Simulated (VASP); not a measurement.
# KNaHCl (P4/nmm) in VASP: further runs

The runs below take KNaHCl through single point, relaxation of cell and atoms, with PBE.

All numbers are computed with VASP 6.6.1; they aren't measurements. Logs are shortened: lines on timing, memory, paths and dates and some standing lists are left out, and cuts for length are marked.

## (1) The cell of the first run

The structure is tetragonal, space group P4/nmm (No. 129). The conventional cell has a = 4.488 Å, b = 4.488 Å, c = 9.787 Å, α = 90.00°, β = 90.00°, γ = 90.00°. Within 4.2 Å of K (site symmetry 4mm) lie 5 Cl at 3.17 to 3.18 Å and 5 Na at 3.84 to 4.10 Å and 4 H at 3.92 Å. Na (site symmetry 4mm) has 4 H at 2.33 Å and 1 Cl at 2.78 Å within 3.1 Å. H (site symmetry -4m2) has 4 Na at 2.33 Å and 4 H at 3.17 Å within 3.2 Å. Within 3.7 Å of Cl (site symmetry 4mm) lie 1 Na at 2.78 Å and 5 K at 3.17 to 3.18 Å.

The cell was generated, and may not be a known phase.

## (2) Single point, PBE

File INCAR:

```
SYSTEM = KNaHCl
PREC = Accurate
ENCUT = 520
EDIFF = 1E-6
ISMEAR = 0
SIGMA = 0.15
LREAL = .FALSE.
LASPH = .TRUE.
NELM = 80
ALGO = Normal
ISIF = 2
LWAVE = .FALSE.
LCHARG = .FALSE.
GGA = PE
NBANDS = 34
```

File KPOINTS:

```
regular mesh
0
G
  3 3 2
  0 0 0
```

File POSCAR:

```
KNaHCl
1.0
    4.4883711457      0.0000000000      0.0000000000
    0.0000000000      4.4883711457      0.0000000000
    0.0000000000      0.0000000000      9.7865423122
K Na H Cl
2 2 2 2
Direct
    0.0000000000      0.5000000000      0.3290273754
    0.5000000000      0.0000000000      0.6709726246
    0.0000000000      0.5000000000      0.9365068420
    0.5000000000      0.0000000000      0.0634931580
    0.0000000000      0.0000000000      0.0000000000
    0.5000000000      0.5000000000      0.0000000000
    0.0000000000      0.5000000000      0.6529152349
    0.5000000000      0.0000000000      0.3470847651
```

Potentials or basis: VASP PAW PBE potentials, release 64 (K_sv, Na_pv, H, Cl).

Run with:

```sh
$ cat potpaw_PBE.64/K_sv/POTCAR potpaw_PBE.64/Na_pv/POTCAR potpaw_PBE.64/H/POTCAR potpaw_PBE.64/Cl/POTCAR > POTCAR
$ mpirun -np 1 vasp_std > vasp.out
```

OUTCAR:

```text
SYSTEM = KNaHCl
   PREC = Accurate
   ENCUT = 520
   EDIFF = 1E-6
   ISMEAR = 0
   LREAL = .FALSE.
   LASPH = .TRUE.
   NELM = 80
   ISIF = 2
   GGA = PE

 ion  position               nearest neighbor table
   1  0.000  0.500  0.329-   7 3.17   8 3.18   8 3.18   8 3.18   8 3.18
   2  0.500  0.000  0.671-   8 3.17   7 3.18   7 3.18   7 3.18   7 3.18
   3  0.000  0.500  0.937-
   4  0.500  0.000  0.063-
   5  0.000  0.000  0.000-
   6  0.500  0.500  0.000-
   7  0.000  0.500  0.653-   1 3.17   2 3.18   2 3.18   2 3.18   2 3.18
   8  0.500  0.000  0.347-   2 3.17   1 3.18   1 3.18   1 3.18   1 3.18

  LATTYP: Found a simple tetragonal cell.
 ALAT       =     4.4883711457
 C/A-ratio  =     2.1804218044

  Lattice vectors:

 A1 = (   4.4883711457,   0.0000000000,   0.0000000000)
 A2 = (   0.0000000000,   4.4883711457,   0.0000000000)
 A3 = (   0.0000000000,   0.0000000000,   9.7865423122)

Analysis of symmetry for initial positions (statically):
=====================================================================
 Subroutine PRICEL returns:
 Original cell was already a primitive cell.

 Routine SETGRP: Setting up the symmetry group for a
 simple tetragonal supercell.

 Subroutine GETGRP returns: Found 16 space group operations
 (whereof  8 operations were pure point group operations)
 out of a pool of 16 trial point group operations.

The static configuration has the point symmetry D_2d.
 The point group associated with its full space group is D_4h.

Analysis of symmetry for dynamics (positions and initial velocities):
=====================================================================
 Subroutine PRICEL returns:
 Original cell was already a primitive cell.

 Routine SETGRP: Setting up the symmetry group for a
 simple tetragonal supercell.

 Subroutine GETGRP returns: Found 16 space group operations
 (whereof  8 operations were pure point group operations)
 out of a pool of 16 trial point group operations.

The dynamic configuration has the point symmetry D_2d.
 The point group associated with its full space group is D_4h.

 Subroutine INISYM returns: Found 16 space group operations
 (whereof  8 operations are pure point group operations),
 and found     1 'primitive' translations

----------------------------------------------------------------------------------------

                                     Primitive cell

  volume of cell :     197.1545

  direct lattice vectors                    reciprocal lattice vectors
     4.488371146  0.000000000  0.000000000     0.222797974  0.000000000  0.000000000
     0.000000000  4.488371146  0.000000000     0.000000000  0.222797974  0.000000000
     0.000000000  0.000000000  9.786542312     0.000000000  0.000000000  0.102181135

  length of vectors
     4.488371146  4.488371146  9.786542312     0.222797974  0.222797974  0.102181135

  position of ions in fractional coordinates (direct lattice)
     0.000000000  0.500000000  0.329027375
     0.500000000  0.000000000  0.670972625
     0.000000000  0.500000000  0.936506842
     0.500000000  0.000000000  0.063493158
     0.000000000  0.000000000  0.000000000
     0.500000000  0.500000000  0.000000000
     0.000000000  0.500000000  0.652915235
     0.500000000  0.000000000  0.347084765

  ion indices of the primitive-cell ions
   primitive index   ion index
                 1           1
                 2           2
                 3           3
                 4           4
                 5           5
                 6           6
                 7           7
                 8           8

----------------------------------------------------------------------------------------

 KPOINTS: regular mesh

Automatic generation of k-mesh.
 Grid dimensions read from file:
 generate k-points for:    3    3    2

 Generating k-lattice:

  Cartesian coordinates                     Fractional coordinates (reciprocal lattice)
     0.074265991  0.000000000  0.000000000     0.333333333  0.000000000  0.000000000
     0.000000000  0.074265991  0.000000000     0.000000000  0.333333333  0.000000000
     0.000000000  0.000000000  0.051090567     0.000000000  0.000000000  0.500000000

  Length of vectors
     0.074265991  0.074265991  0.051090567

  Shift w.r.t. Gamma in fractional coordinates (k-lattice)
     0.000000000  0.000000000  0.000000000

 Subroutine IBZKPT returns following result:
 ===========================================

 Found      6 irreducible k-points:

 Following reciprocal coordinates:
            Coordinates               Weight
  0.000000  0.000000  0.000000      1.000000
  0.333333  0.000000  0.000000      4.000000
  0.333333  0.333333  0.000000      4.000000
  0.000000  0.000000  0.500000      1.000000
  0.333333  0.000000  0.500000      4.000000
  0.333333  0.333333  0.500000      4.000000
   k-points           NKPTS =      6   k-points in BZ     NKDIM =      6   number of bands    NBANDS=     34
   number of dos      NEDOS =    301   number of ions     NIONS =      8
   total plane-waves  NPLWV = 103680
   dimension x,y,z NGX =    36 NGY =   36 NGZ =   80
   dimension x,y,z NGXF=    72 NGYF=   72 NGZF=  160
   ions per type =               2   2   2   2
   NGX,Y,Z   is equivalent  to a cutoff of  13.33, 13.33, 13.59 a.u.
   NGXF,Y,Z  is equivalent  to a cutoff of  26.67, 26.67, 27.18 a.u.
 SYSTEM =  KNaHCl
   PREC   = accura    normal or accurate (medium, high low for compatibility)
   ISTART =      0    job   : 0-new  1-cont  2-samecut
   ICHARG =      2    charge: 1-file 2-atom 10-const
   ISPIN  =      1    spin polarized calculation?
   LNONCOLLINEAR =      F non collinear calculations
   LSORBIT =      F    spin-orbit coupling
   LASPH  =      T    aspherical Exc in radial PAW
   ENCUT  =  520.0 eV  38.22 Ry    6.18 a.u.   8.35  8.35 18.20*2*pi/ulx,y,z
   NELM   =     80;   NELMIN=  2; NELMDL= -5     # of ELM steps
   EDIFF  = 0.1E-05   stopping-criterion for ELM
   LREAL  =      F    real-space projection
   EDIFFG = 0.1E-04   stopping-criterion for IOM
   NSW    =      0    number of steps for IOM
   IBRION =     -1    ionic relax: 0-MD 1-quasi-New 2-CG
   NFREE  =      0    steps in history (QN), initial steepest desc. (CG)
   ISIF   =      2    stress and relaxation
   ISYM   =      2    0-nonsym 1-usesym 2-fastsym
   POTIM  = 0.5000    time-step for ionic-motion
   TEBEG  =    0.0;   TEEND  =   0.0 temperature during run
   PSTRESS=    0.0 pullay stress
   NELECT =      48.0000    total number of electrons
   NUPDOWN=      -1.0000    fix difference up-down
   EMIN   =  10.00;   EMAX   =-10.00  energy-range for DOS
   EFERMI =   0.00;   METHOD = LEGACY
   ISMEAR =     0;   SIGMA  =   0.15  broadening in eV -4-tet -1-fermi 0-gaus
   EFERMI_NEDOS =   21; number of points for ismear=-14 and -15
   IALGO  =     38    algorithm
   IMIX   =      4    mixing-type and parameters
     AMIX     =   0.40;   BMIX     =  1.00
     AMIX_MAG =   1.60;   BMIX_MAG =  1.00
  volume/ion in A,a.u.               =      24.64       166.31
  Fermi-wavevector in a.u.,A,eV,Ry     =   1.022240  1.931754 14.217750  1.044975
  Thomas-Fermi vector in A             =   2.155909
   LORBIT       =      0    0 simple, 1 ext, 2 COOP (PROOUT), +10 PAW based schemes
   GGA     = PE    functional components
   LHFCALC =     F    Hartree Fock is set to
   AEXX    =    0.0000 exact exchange contribution
   IVDW    =     0    specifies the selected vdW correction
   LEPSILON=     F    determine dielectric tensor
   LRPA    =     F    only Hartree local field effects (RPA)
 non-spin polarized calculation
 Gauss-broadening in eV      SIGMA  =   0.15
  energy-cutoff  :      520.00
  volume of cell :      197.15
 maximum number of plane-waves:      5348
 NGX is ok and might be reduce to    36
   NGX = 17   NGY = 17   NGZ = 37

 number of electron      47.9999987 magnetization

 Free energy of the ion-electron system (eV)
  ---------------------------------------------------
  ext. energy  EPLUGINS =         0.00000000
  ---------------------------------------------------
  free energy    TOTEN  =       -23.34981224 eV

  energy without entropy =      -23.34981224  energy(sigma->0) =      -23.34981224

 E-fermi :   1.0544     XC(G=0):  -7.2791

 val. band max:        0.2793100979   @ k =   0.0000   0.0000   0.5000
 cond. band min:       2.2664769014   @ k =   0.0000   0.0000   0.5000
 fundamental gap:      1.9871668035
 Fermi energy:         1.0543525460

 k-point     1 :       0.0000    0.0000    0.0000
  band No.  band energies     occupation
      1     -30.0786      2.00000
      2     -30.0744      2.00000
      3     -22.6076      2.00000
      4     -22.6031      2.00000
      5     -22.5463      2.00000
      6     -22.5463      2.00000
[... 26 lines left out ...]
     33       6.7466      0.00000
     34       7.4192      0.00000

 k-point     2 :       0.3333    0.0000    0.0000
  band No.  band energies     occupation
      1     -30.0752      2.00000
      2     -30.0731      2.00000
      3     -22.6078      2.00000
      4     -22.6059      2.00000
      5     -22.5386      2.00000
      6     -22.5372      2.00000
[... 26 lines left out ...]
     33       6.8657      0.00000
     34       7.3531      0.00000

 k-point     3 :       0.3333    0.3333    0.0000
  band No.  band energies     occupation
      1     -30.0726      2.00000
      2     -30.0715      2.00000
      3     -22.6065      2.00000
      4     -22.6050      2.00000
      5     -22.5545      2.00000
      6     -22.5446      2.00000
[... 26 lines left out ...]
     33       7.1066      0.00000
     34       7.4284      0.00000

 k-point     4 :       0.0000    0.0000    0.5000
  band No.  band energies     occupation
      1     -30.0786      2.00000
      2     -30.0744      2.00000
      3     -22.6076      2.00000
      4     -22.6031      2.00000
      5     -22.5463      2.00000
      6     -22.5463      2.00000
[... 26 lines left out ...]
     33       6.2221      0.00000
     34       6.7740      0.00000

 k-point     5 :       0.3333    0.0000    0.5000
  band No.  band energies     occupation
      1     -30.0752      2.00000
      2     -30.0731      2.00000
      3     -22.6078      2.00000
      4     -22.6059      2.00000
      5     -22.5386      2.00000
      6     -22.5372      2.00000
[... 26 lines left out ...]
     33       6.7640      0.00000
     34       6.7898      0.00000

 k-point     6 :       0.3333    0.3333    0.5000
  band No.  band energies     occupation
      1     -30.0726      2.00000
      2     -30.0715      2.00000
      3     -22.6065      2.00000
      4     -22.6050      2.00000
      5     -22.5545      2.00000
      6     -22.5446      2.00000
[... 26 lines left out ...]
     33       6.6651      0.00000
     34       7.1715      0.00000

------------------------ aborting loop because EDIFF is reached ----------------------------------------

  FORCE on cell =-STRESS in cart. coord.  units (eV):
  Direction    XX          YY          ZZ          XY          YZ          ZX
  --------------------------------------------------------------------------------------
  -------------------------------------------------------------------------------------
  Total       -0.1442343     -0.1442343     -0.0041989      0.0000000      0.0000000      0.0000000
  in kB       -1.1721207     -1.1721207     -0.0341226      0.0000000      0.0000000      0.0000000
  external PRESSURE =      -0.7927880 kB  Pullay stress =       0.0000000 kB

 VOLUME and BASIS-vectors are now :
 -----------------------------------------------------------------------------
  energy-cutoff  :      520.00
  volume of cell :      197.15
      direct lattice vectors                 reciprocal lattice vectors
     4.488371146  0.000000000  0.000000000     0.222797974  0.000000000  0.000000000
     0.000000000  4.488371146  0.000000000     0.000000000  0.222797974  0.000000000
     0.000000000  0.000000000  9.786542312     0.000000000  0.000000000  0.102181135

 POSITION                                       TOTAL-FORCE (eV/Angst)
 -----------------------------------------------------------------------------------
      0.00000      2.24419      3.22004         0.000000      0.000000     -0.012718
      2.24419      0.00000      6.56650         0.000000      0.000000      0.012718
      0.00000      2.24419      9.16516         0.000000      0.000000      0.070541
      2.24419      0.00000      0.62138         0.000000      0.000000     -0.070541
      0.00000      0.00000      0.00000         0.000000     -0.000000      0.000000
      2.24419      2.24419      0.00000        -0.000000      0.000000      0.000000
      0.00000      2.24419      6.38978         0.000000     -0.000000     -0.004147
      2.24419      0.00000      3.39676         0.000000      0.000000      0.004147
 -----------------------------------------------------------------------------------
    total drift:                                0.000000      0.000000      0.000000

  FREE ENERGIE OF THE ION-ELECTRON SYSTEM (eV)
  ---------------------------------------------------
  free  energy   TOTEN  =       -23.3498122430 eV

  energy  without entropy=      -23.3498122430  energy(sigma->0) =      -23.34981224
```

It took 26 s on 1 thread of AMD EPYC 9R45 (Zen 5), shared host; peak memory 0.29 GiB.

What came out:

```yaml
Free_energy: -23.3498 eV
Pressure: -0.1 GPa
Largest_force: 0.071 eV/Å
Band_gap_on_the_k_mesh: 1.99 eV
```

Forces in eV/Å, atoms in the order of the input:
```
K    0.000  0.000 -0.013
K    0.000  0.000  0.013
Na   0.000  0.000  0.071
Na   0.000  0.000 -0.071
H    0.000  0.000  0.000
H    0.000  0.000  0.000
Cl   0.000  0.000 -0.004
Cl   0.000  0.000  0.004
```

Caveat: the k points lie up to 0.47 Å⁻¹ apart.

(Part 1 of 2 ends here.)
